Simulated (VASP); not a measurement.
Runs of VASP 6.6.1 on InAs. The structure is that of space group P-6m2 (No. 187), or close to it. The cells are those of the table. 

| level | cell | k mesh | cutoff (eV) | smearing | grid for exact exchange (PRECFOCK) | share of exact exchange | screening parameter | gap on the mesh (eV) | pressure (GPa) |
| --- | --- | --- | --- | --- | --- | --- | --- | --- | --- |
| PBE | a = 4.731, b = 4.731, c = 2.911 Å, angles 90.0, 90.0, 120.0°, 2 atoms | 4 × 4 × 5 | 500 | fermi-dirac 0.04 eV | - | - | - | none | (a) |
| PBE | a = 4.667, b = 4.667, c = 2.872 Å, angles 90.0, 90.0, 120.0°, 2 atoms | 7 × 7 × 9 | 520 | fermi-dirac 0.05 eV | - | - | - | none | 4.3 |
| PBE | a = 4.699, b = 4.699, c = 2.891 Å, angles 90.0, 90.0, 120.0°, 2 atoms | 7 × 7 × 9 | 520 | fermi-dirac 0.05 eV | - | - | - | none | 3.1 |
| PBE | a = 4.731, b = 4.731, c = 2.911 Å, angles 90.0, 90.0, 120.0°, 2 atoms | 4 × 4 × 5 | 500 | fermi-dirac 0.03 eV | - | - | - | none | (b) |
| PBE-based screened hybrid | a = 4.731, b = 4.731, c = 2.911 Å, angles 90.0, 90.0, 120.0°, 2 atoms | 4 × 4 × 5 | 520 | fermi-dirac 0.05 eV | Normal | 0.25 | 0.3 1/Å | none | 0.4 |

Alike in all rows: task single point; potentials or basis VASP PAW PBE potentials, release 64 (In_d, As); no spin polarisation.

Task: Fill in the values left out.

Result: (a) 2.1; (b) 2.0.

Caveats: some runs use coarse meshes; spin-orbit coupling is left out, which moves the levels of the heavy elements; the PAW data sets were made with another functional, which shifts forces and pressure a little (some runs).

A k mesh can miss the band edges, and the runs leave out spin-orbit coupling on As, In.

A gap of «none» marks levels without a gap at the run's occupations.
